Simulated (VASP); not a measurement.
Set up this calculation in VASP 6.6.1, as the native input.

```yaml
Task: single point
Functional: r2SCAN
Potentials_or_basis: VASP PAW PBE potentials, release 64 (Ba_sv, Ti_sv, O)
Cutoff: 520 eV
k_mesh: 5 × 5 × 6
Occupations: fermi-dirac, width 0.1 eV
Spin: no spin polarisation
Dipole_correction: no
Further_INCAR_settings: ALGO = Normal; EDIFF = 1e-07; NBANDS = 51
```

Crystal: BaTiO3.

```
Ba Ti O
1.0
    -4.04155   -4.03048    0.00000
    -4.01946    4.03048    0.00000
    -0.01104   -0.01101   -4.03047
Ba Ti O
2 2 6
Direct
  0.00000 0.00000 0.00000
  0.50000 0.50000 0.00000
  0.51530 0.00000 0.51530
  0.01530 0.50000 0.51530
  0.99120 0.50000 0.98170
  0.49120 0.00000 0.98170
  0.73645 0.24525 0.49120
  0.23645 0.74525 0.49120
  0.73645 0.75475 0.49120
  0.23645 0.25475 0.49120
```

One way to write it, as run:

POSCAR

```
BaTiO3
1.0
   -4.0415464000     -4.0304822700      0.0000000000
   -4.0194584200      4.0304822700      0.0000000000
   -0.0110439900     -0.0110137900     -4.0304722100
Ba Ti O
2 2 6
Direct
    0.0000000000      0.0000000000      0.0000000000
    0.5000000000      0.5000000000      0.0000000000
    0.5153000000      0.0000000000      0.5153000000
    0.0153000000      0.5000000000      0.5153000000
    0.9912000000      0.5000000000      0.9817000000
    0.4912000000      0.0000000000      0.9817000000
    0.7364500000      0.2452500000      0.4912000000
    0.2364500000      0.7452500000      0.4912000000
    0.7364500000      0.7547500000      0.4912000000
    0.2364500000      0.2547500000      0.4912000000
```

INCAR.step1

```
PREC = Accurate ; ENCUT = 520
ISMEAR = -1 ; SIGMA = 0.1
LREAL = F ; LASPH = T
NELM = 100 ; NBANDS = 51
GGA = PE ; ALGO = Normal
EDIFF = 1E-4 ; LWAVE = T
LCHARG = F
```

INCAR.step2

```
PREC = Accurate ; ENCUT = 520
EDIFF = 1E-7 ; ISMEAR = -1
SIGMA = 0.1 ; LREAL = F
LASPH = T ; NELM = 100
ALGO = Normal ; ISIF = 2
LWAVE = F ; LCHARG = F
METAGGA = R2SCAN ; LMIXTAU = T
NBANDS = 51 ; ISTART = 1
```

KPOINTS

```
Automatic mesh
0
Gamma
  5 5 6
```

Potentials or basis: VASP PAW PBE potentials, release 64 (Ba_sv, Ti_sv, O).

The run is started by

```console
$ cat potpaw_PBE.64/Ba_sv/POTCAR potpaw_PBE.64/Ti_sv/POTCAR potpaw_PBE.64/O/POTCAR > POTCAR
$ cp INCAR.step1 INCAR
$ mpirun -np 1 vasp_std > vasp.out
$ cp INCAR.step2 INCAR
$ mpirun -np 1 vasp_std > vasp.out
```

It gave:

```
Pressure               : 0.5 GPa
Largest force          : 0.111 eV/Å
Band gap on the k mesh : 2.73 eV
```

Caveat: the PAW data sets were made with another functional, which shifts forces and pressure a little; spin-orbit coupling is left out, which moves the levels of the heavy elements; an odd mesh through Γ misses points on the zone boundary, where band edges can lie.

Wall time 9.8 min on 1 thread of Intel(R) Xeon(R) 6975P-C (Granite Rapids), on a shared host, peak memory 0.42 GiB.
